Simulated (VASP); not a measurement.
A run of VASP 6.6.1 is set up as follows.

POSCAR

```
Pb
1.0
    2.1619963628      1.2482291821      4.0091630465
   -2.1619963628      1.2482291821      4.0091630465
    0.0000000000     -2.4964583641      4.0091630465
Pb
2
Direct
    0.2275400000      0.2275400000      0.2275400000
    0.7724600000      0.7724600000      0.7724600000
```

The input INCAR.step1:

```
SYSTEM = Pb
PREC     = Accurate       ! precision mode
ENCUT    = 520            ! plane-wave cutoff, eV
ISMEAR   = 0              ! smearing method
SIGMA    = 0.1            ! smearing width, eV
LREAL    = .False.        ! projectors in reciprocal space
LASPH    = .True.         ! aspherical terms in the spheres
NELM     = 100            ! most SCF steps
NBANDS   = 21             ! bands
GGA      = PE             ! functional
ALGO     = Normal         ! electronic algorithm
EDIFF    = 1E-4           ! SCF threshold, eV
LWAVE    = .True.         ! write WAVECAR
LCHARG   = .False.        ! write CHGCAR
```

INCAR.step2

```
SYSTEM = Pb
PREC     = Accurate       ! precision mode
ENCUT    = 520            ! plane-wave cutoff, eV
EDIFF    = 1E-6           ! SCF threshold, eV
ISMEAR   = 0              ! smearing method
SIGMA    = 0.1            ! smearing width, eV
LREAL    = .False.        ! projectors in reciprocal space
LASPH    = .True.         ! aspherical terms in the spheres
NELM     = 100            ! most SCF steps
ALGO     = Normal         ! electronic algorithm
ISIF     = 2              ! what is computed and relaxed
LWAVE    = .False.        ! write WAVECAR
LCHARG   = .True.         ! write CHGCAR
METAGGA  = R2SCAN         ! meta-GGA
LMIXTAU  = .True.       
LELF     = .True.         ! ELF
LVHAR    = .True.       
NBANDS   = 21             ! bands
ISTART   = 1
```

The input KPOINTS:

```
Automatic mesh
0
Gamma
  6 6 6
  0 0 0
```

Potentials or basis: VASP PAW PBE potentials, release 64 (Pb_d).

Command:

```bash
$ cat potpaw_PBE.64/Pb_d/POTCAR > POTCAR
$ cp INCAR.step1 INCAR
$ mpirun -np 1 vasp_std > vasp.out
$ cp INCAR.step2 INCAR
$ mpirun -np 1 vasp_std > vasp.out
```

Problem. What does it give for the pressure?

Solution. 4.9 GPa.

Problem. What does it give for the band gap on the k mesh?

Solution. Zero (band 14 reaches 7.44 eV, above the bottom of band 15 at 4.56 eV).

Problem. What does it give for the largest force?

Solution. 1.508 eV/Å.

Stress tensor (GPa, compression positive):
```
5.58 0.00 0.00
0.00 5.58 0.00
0.00 0.00 3.47
```

Caveat: the PAW data sets were made with another functional, which shifts forces and pressure a little; spin-orbit coupling is left out, which moves the levels of the heavy elements.
